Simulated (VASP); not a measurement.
# PbS (P-6m2) in VASP: notebook

PbS is run at these levels: PBE; tasks: single point, relaxation of cell and atoms.

Everything below comes from runs of VASP 6.6.1. Logs are shortened: lines on timing, memory, paths and dates and some standing lists are left out, and cuts for length are marked.

### 1 The cell of the first run

Symmetry: P-6m2, No. 187, hexagonal system. The conventional cell has a = 4.088 Å, b = 4.088 Å, c = 3.789 Å, α = 90.00°, β = 90.00°, γ = 120.00°. Pb (site symmetry -6m2) has 6 S at 3.03 Å and 8 Pb at 3.79 to 4.09 Å within 4.1 Å. Within 4.1 Å of S (site symmetry -6m2) lie 6 Pb at 3.03 Å and 8 S at 3.79 to 4.09 Å.

The cell was generated, and may not be a known phase.

### 2 Single point, PBE

INCAR

```
SYSTEM = PbS
  ALGO = Normal
  EDIFF = 1E-6
  ENCUT = 520
  GGA = PE
  ISIF = 2
  ISMEAR = 0
  LASPH = .True.
  LCHARG = .False.
  LREAL = .False.
  LWAVE = .False.
  NBANDS = 17
  NELM = 80
  PREC = Accurate
  SIGMA = 0.1
```

KPOINTS

```
k-points
0
Gamma
  18 18 14
  0 0 0
```

POSCAR

```
PbS
1.0
    4.0879415967      0.0000000000      0.0000000000
   -2.0439707984      3.5402612719      0.0000000000
    0.0000000000      0.0000000000      3.7894632214
Pb S
1 1
Direct
    0.0000000000      0.0000000000      0.5000000000
    0.6666666667      0.3333333333      0.0000000000
```

Potentials or basis: VASP PAW PBE potentials, release 64 (Pb_d, S).

The run is started by

```console
$ cat potpaw_PBE.64/Pb_d/POTCAR potpaw_PBE.64/S/POTCAR > POTCAR
$ mpirun -np 1 vasp_std > vasp.out
```

OUTCAR:

```text
SYSTEM = PbS
   EDIFF = 1E-6
   ENCUT = 520
   GGA = PE
   ISIF = 2
   ISMEAR = 0
   LASPH = .True.
   LREAL = .False.
   NELM = 80
   PREC = Accurate

 ion  position               nearest neighbor table
   1  0.000  0.000  0.500-   2 3.03   2 3.03   2 3.03   2 3.03   2 3.03   2 3.03
   2  0.667  0.333  0.000-   1 3.03   1 3.03   1 3.03   1 3.03   1 3.03   1 3.03

  LATTYP: Found a hexagonal cell.
 ALAT       =     4.0879415967
 C/A-ratio  =     0.9269856557

  Lattice vectors:

 A1 = (   4.0879415967,   0.0000000000,   0.0000000000)
 A2 = (  -2.0439707984,   3.5402612719,   0.0000000000)
 A3 = (   0.0000000000,   0.0000000000,   3.7894632214)

Analysis of symmetry for initial positions (statically):
=====================================================================
 Subroutine PRICEL returns:
 Original cell was already a primitive cell.

 Routine SETGRP: Setting up the symmetry group for a
 hexagonal supercell.

 Subroutine GETGRP returns: Found 12 space group operations
 (whereof 12 operations were pure point group operations)
 out of a pool of 24 trial point group operations.

The static configuration has the point symmetry D_3h.

Analysis of symmetry for dynamics (positions and initial velocities):
=====================================================================
 Subroutine PRICEL returns:
 Original cell was already a primitive cell.

 Routine SETGRP: Setting up the symmetry group for a
 hexagonal supercell.

 Subroutine GETGRP returns: Found 12 space group operations
 (whereof 12 operations were pure point group operations)
 out of a pool of 24 trial point group operations.

The dynamic configuration has the point symmetry D_3h.

 Subroutine INISYM returns: Found 12 space group operations
 (whereof 12 operations are pure point group operations),
 and found     1 'primitive' translations

----------------------------------------------------------------------------------------

                                     Primitive cell

  volume of cell :      54.8426

  direct lattice vectors                    reciprocal lattice vectors
     4.087941597  0.000000000  0.000000000     0.244621890  0.141232514  0.000000000
    -2.043970798  3.540261272  0.000000000     0.000000000  0.282465028  0.000000000
     0.000000000  0.000000000  3.789463221     0.000000000  0.000000000  0.263889617

[... 73 lines left out ...]
 SYSTEM =  PbS
   PREC   = accura    normal or accurate (medium, high low for compatibility)
   ISTART =      0    job   : 0-new  1-cont  2-samecut
   ICHARG =      2    charge: 1-file 2-atom 10-const
   ISPIN  =      1    spin polarized calculation?
   LNONCOLLINEAR =      F non collinear calculations
   LSORBIT =      F    spin-orbit coupling
   LASPH  =      T    aspherical Exc in radial PAW
   ENCUT  =  520.0 eV  38.22 Ry    6.18 a.u.   7.60  7.60  7.05*2*pi/ulx,y,z
   NELM   =     80;   NELMIN=  2; NELMDL= -5     # of ELM steps
   EDIFF  = 0.1E-05   stopping-criterion for ELM
   LREAL  =      F    real-space projection
   EDIFFG = 0.1E-04   stopping-criterion for IOM
   NSW    =      0    number of steps for IOM
   IBRION =     -1    ionic relax: 0-MD 1-quasi-New 2-CG
   NFREE  =      0    steps in history (QN), initial steepest desc. (CG)
   ISIF   =      2    stress and relaxation
   ISYM   =      2    0-nonsym 1-usesym 2-fastsym
   POTIM  = 0.5000    time-step for ionic-motion
   TEBEG  =    0.0;   TEEND  =   0.0 temperature during run
   PSTRESS=    0.0 pullay stress
   NELECT =      20.0000    total number of electrons
   NUPDOWN=      -1.0000    fix difference up-down
   EMIN   =  10.00;   EMAX   =-10.00  energy-range for DOS
   EFERMI =   0.00;   METHOD = LEGACY
   ISMEAR =     0;   SIGMA  =   0.10  broadening in eV -4-tet -1-fermi 0-gaus
   EFERMI_NEDOS =   21; number of points for ismear=-14 and -15
   IALGO  =     38    algorithm
   IMIX   =      4    mixing-type and parameters
     AMIX     =   0.40;   BMIX     =  1.00
     AMIX_MAG =   1.60;   BMIX_MAG =  1.00
  volume/ion in A,a.u.               =      27.42       185.05
  Fermi-wavevector in a.u.,A,eV,Ry     =   1.169622  2.210265 18.612989  1.368016
  Thomas-Fermi vector in A             =   2.306092
   LORBIT       =      0    0 simple, 1 ext, 2 COOP (PROOUT), +10 PAW based schemes
   GGA     = PE    functional components
   LHFCALC =     F    Hartree Fock is set to
   AEXX    =    0.0000 exact exchange contribution
   IVDW    =     0    specifies the selected vdW correction
   LEPSILON=     F    determine dielectric tensor
   LRPA    =     F    only Hartree local field effects (RPA)
 non-spin polarized calculation
 Gauss-broadening in eV      SIGMA  =   0.10
  energy-cutoff  :      520.00
  volume of cell :       54.84
 maximum number of plane-waves:      1506
   NGX = 15   NGY = 15   NGZ = 15

 number of electron      19.9999998 magnetization

 Free energy of the ion-electron system (eV)
  ---------------------------------------------------
  ext. energy  EPLUGINS =         0.00000000
  ---------------------------------------------------
  free energy    TOTEN  =        -8.52444656 eV

  energy without entropy =       -8.52380342  energy(sigma->0) =       -8.52412499

 E-fermi :   5.1166     XC(G=0):  -9.4407

 val. band max:        5.0765997364   @ k =   0.3333   0.3333   0.0714
 cond. band min:       5.1341122402   @ k =   0.3333   0.3333   0.4286
 fundamental gap:      0.0575125038
 Fermi energy:         5.1165671844

 k-point     1 :       0.0000    0.0000    0.0000
  band No.  band energies     occupation
      1     -11.7062      2.00000
      2     -11.6874      2.00000
      3     -11.6874      2.00000
      4     -11.5856      2.00000
      5     -11.5856      2.00000
      6      -7.9654      2.00000
[... 457 lines left out ...]
      4     -11.6160      2.00000
      5     -11.5945      2.00000
      6      -6.8847      2.00000
[... 9 lines left out ...]
     16      15.1430      0.00000
     17      16.5651      0.00000

 [... further k-points ...]
[... 5 lines left out ...]
  --------------------------------------------------------------------------------------
  -------------------------------------------------------------------------------------
  Total       -0.0328526     -0.0328526     -0.0282040      0.0000000      0.0000000     -0.0000000
  in kB       -0.9597598     -0.9597598     -0.8239558      0.0000000      0.0000000     -0.0000000
  external PRESSURE =      -0.9144918 kB  Pullay stress =       0.0000000 kB

 VOLUME and BASIS-vectors are now :
 -----------------------------------------------------------------------------
  energy-cutoff  :      520.00
  volume of cell :       54.84
      direct lattice vectors                 reciprocal lattice vectors
     4.087941597  0.000000000  0.000000000     0.244621890  0.141232514  0.000000000
    -2.043970798  3.540261272  0.000000000     0.000000000  0.282465028  0.000000000
     0.000000000  0.000000000  3.789463221     0.000000000  0.000000000  0.263889617

 POSITION                                       TOTAL-FORCE (eV/Angst)
 -----------------------------------------------------------------------------------
      0.00000      0.00000      1.89473        -0.000000      0.000000      0.000000
      2.04397      1.18009      0.00000         0.000000      0.000000      0.000000
 -----------------------------------------------------------------------------------
    total drift:                               -0.000000      0.000000      0.000000

  FREE ENERGIE OF THE ION-ELECTRON SYSTEM (eV)
  ---------------------------------------------------
  free  energy   TOTEN  =        -8.5244465629 eV

  energy  without entropy=       -8.5238034245  energy(sigma->0) =       -8.52412499
```

Wall time 3 min (1 thread of Intel Xeon Platinum 8259CL at 2.50GHz (Skylake/Cascade Lake), shared host); peak memory 0.37 GiB.

Results:

```yaml
Free_energy: -8.5244 eV
Pressure: -0.1 GPa
Band_gap_on_the_k_mesh: zero (bands 10 and 11 overlap by 0.44 eV)
```

Caveat: semilocal functionals underestimate gaps, and a narrow one can read as zero; spin-orbit coupling is left out, which moves the levels of the heavy elements.

### 3 Relaxation of cell and atoms, PBE

This run uses another cell than the first one, of 23.60 Å³/atom.

INCAR

```
PREC = Accurate ; ENCUT = 600
EDIFF = 1E-7 ; ISMEAR = 0
SIGMA = 0.1 ; LREAL = False
LASPH = True ; NELM = 100
ALGO = Normal ; ISIF = 3
LWAVE = False ; LCHARG = False
GGA = PE ; IBRION = 2
NSW = 100 ; EDIFFG = -0.01
```

KPOINTS

```
Automatic mesh
0
Gamma
  18 18 12
```

POSCAR

```
PbS
1.0
    3.2413540000      0.0000000000      0.0000000000
   -1.6206770000      2.8070949000      0.0000000000
    0.0000000000      0.0000000000      5.1868716400
Pb S
1 1
Direct
    0.0000000000      0.0000000000      0.5000000000
    0.6666666700      0.3333333300      0.0000000000
```

Potentials or basis: VASP PAW PBE potentials, release 64 (Pb_d, S).

The run is started by

```console
$ cat potpaw_PBE.64/Pb_d/POTCAR potpaw_PBE.64/S/POTCAR > POTCAR
$ mpirun -np 1 vasp_std > vasp.out
```

Wall time 17 min (1 thread of Intel Xeon Platinum 8259CL at 2.50GHz (Skylake/Cascade Lake), shared host); peak memory 0.37 GiB.

It converged, with:

```yaml
Free_energy: -8.5191 eV
Relaxed_volume: 27.36 Å³/atom
Relaxed_cell: a = 4.082 Å, b = 4.082 Å, c = 3.793 Å, α = 90.00°, β = 90.00°, γ = 120.00°
Space_group_after_relaxing_to_0.1_Å: P-6m2 (No. 187)
Pressure_after_relaxing: 0.0 GPa
Band_gap_on_the_k_mesh: zero (bands 10 and 11 overlap by 0.46 eV)
```

Final structure:
```xyz
2
Lattice="4.0817 0.0000 0.0000 -2.0409 3.5349 0.0000 0.0000 0.0000 3.7927" Properties=species:S:1:pos:R:3 pbc="T T T"
Pb   -2.0409    3.5349    1.8963
S     2.0409    1.1783    0.0000
```

Levels at points of the mesh, in eV from the Fermi level:
```csv
k point,band 7,band 8,band 9,band 10,band 11,band 12,band 13,band 14
"(0.00, 0.00, 0.00)",-6.37,-2.10,-1.59,-1.59,3.56,3.56,5.34,7.17
"(0.50, 0.00, 0.00)",-8.38,-2.60,-1.72,-1.11,1.99,4.00,5.35,5.48
"(0.00, 0.00, 0.50)",-8.91,-1.01,-1.01,0.11,1.00,3.97,3.97,8.31
"(0.50, 0.00, 0.50)",-7.31,-3.99,-3.96,-1.34,2.22,2.86,2.90,8.36
```

Caveat: the volume moved by over 15 % at a fixed basis, so the end points are rough; semilocal functionals underestimate gaps, and a narrow one can read as zero; spin-orbit coupling is left out, which moves the levels of the heavy elements.

### 4 Relaxation of cell and atoms, PBE

INCAR

```
PREC = Accurate ; ENCUT = 600
EDIFF = 1E-7 ; ISMEAR = 0
SIGMA = 0.1 ; LREAL = F
LASPH = T ; NELM = 60
ALGO = Normal ; ISIF = 3
LWAVE = F ; LCHARG = F
GGA = PE ; IBRION = 2
NSW = 100 ; EDIFFG = -0.01
```

KPOINTS

```
regular mesh
0
Gamma
  18 18 14
```

POSCAR

```
PbS
1.0
    4.0879415967      0.0000000000      0.0000000000
   -2.0439707984      3.5402612719      0.0000000000
    0.0000000000      0.0000000000      3.7894632214
Pb S
1 1
Direct
    0.0000000000      0.0000000000      0.5000000000
    0.6666666667      0.3333333333      0.0000000000
```

Potentials or basis: VASP PAW PBE potentials, release 64 (Pb_d, S).

The run is started by

```console
$ cat potpaw_PBE.64/Pb_d/POTCAR potpaw_PBE.64/S/POTCAR > POTCAR
$ mpirun -np 1 vasp_std > vasp.out
```

OUTCAR:

```text
PREC = Accurate
   ENCUT = 600
   EDIFF = 1E-7
   ISMEAR = 0
   LREAL = F
   LASPH = T
   NELM = 60
   ISIF = 3
   GGA = PE
   IBRION = 2
   NSW = 100
   EDIFFG = -0.01

 ion  position               nearest neighbor table
   1  0.000  0.000  0.500-   2 3.03   2 3.03   2 3.03   2 3.03   2 3.03   2 3.03
   2  0.667  0.333  0.000-   1 3.03   1 3.03   1 3.03   1 3.03   1 3.03   1 3.03

  LATTYP: Found a hexagonal cell.
 ALAT       =     4.0879415967
 C/A-ratio  =     0.9269856557

[... 600 lines left out ...]

  FORCE on cell =-STRESS in cart. coord.  units (eV):
  Direction    XX          YY          ZZ          XY          YZ          ZX
  --------------------------------------------------------------------------------------
  -------------------------------------------------------------------------------------
  Total       -0.0166727     -0.0166727     -0.0113867      0.0000000      0.0000000     -0.0000000
  in kB       -0.4870776     -0.4870776     -0.3326510      0.0000000      0.0000000     -0.0000000
  external PRESSURE =      -0.4356021 kB  Pullay stress =       0.0000000 kB

 VOLUME and BASIS-vectors are now :
 -----------------------------------------------------------------------------
  energy-cutoff  :      600.00
  volume of cell :       54.84
      direct lattice vectors                 reciprocal lattice vectors
     4.087941597  0.000000000  0.000000000     0.244621890  0.141232514  0.000000000
    -2.043970798  3.540261272  0.000000000     0.000000000  0.282465028  0.000000000
     0.000000000  0.000000000  3.789463221     0.000000000  0.000000000  0.263889617

 POSITION                                       TOTAL-FORCE (eV/Angst)
 -----------------------------------------------------------------------------------
      0.00000      0.00000      1.89473        -0.000000      0.000000      0.000000
      2.04397      1.18009      0.00000         0.000000      0.000000      0.000000
 -----------------------------------------------------------------------------------
    total drift:                               -0.000000      0.000000      0.000000

  FREE ENERGIE OF THE ION-ELECTRON SYSTEM (eV)
  ---------------------------------------------------
  free  energy   TOTEN  =        -8.5246200072 eV

  energy  without entropy=       -8.5239772674  energy(sigma->0) =       -8.52429864

 reached required accuracy - stopping structural energy minimisation
```

Run time: 2.8 min. Hardware: 1 thread of Intel Xeon Platinum 8259CL at 2.50GHz (Skylake/Cascade Lake), shared host; peak memory 0.41 GiB.

What came out:

| Item | Value |
| --- | --- |
| Free energy | -8.5246 eV |
| Pressure after relaxing | 0.0 GPa |
| Band gap on the k mesh | zero (bands 10 and 11 overlap by 0.44 eV) |

Final structure:
```xyz
2
Lattice="4.0879 0.0000 0.0000 -2.0440 3.5403 0.0000 0.0000 0.0000 3.7895" Properties=species:S:1:pos:R:3 pbc="T T T"
Pb    0.0000    0.0000    1.8947
S     2.0440    1.1801    0.0000
```

Caveat: semilocal functionals underestimate gaps, and a narrow one can read as zero; spin-orbit coupling is left out, which moves the levels of the heavy elements.

### 5 The runs side by side

```csv
task,cell,k mesh,cutoff (eV),gap on the mesh (eV),pressure (GPa),relaxed volume (Å³/atom)
single point,"a = 4.088, b = 4.088, c = 3.789 Å, angles 90.0, 90.0, 120.0°, 2 atoms",18 × 18 × 14,520,none,-0.1,-
relaxation of cell and atoms,"relaxed from a = 3.241, b = 3.241, c = 5.187 Å, angles 90.0, 90.0, 120.0°, 2 atoms",18 × 18 × 12,600,none,0.0,27.36
relaxation of cell and atoms,"relaxed from a = 4.088, b = 4.088, c = 3.789 Å, angles 90.0, 90.0, 120.0°, 2 atoms",18 × 18 × 14,600,none,0.0,27.42
```

Alike in all rows: level PBE; potentials or basis VASP PAW PBE potentials, release 64 (Pb_d, S); no spin polarisation; smearing gaussian 0.1 eV.

Caveats: semilocal functionals underestimate gaps, and a narrow one can read as zero; spin-orbit coupling is left out, which moves the levels of the heavy elements; the volume moved by over 15 % at a fixed basis, so the end points are rough (at least some runs).

Absolute energies hang on the potentials; compare differences alone.

The gap in the log of VASP goes by the Fermi energy; the results here count the filled bands.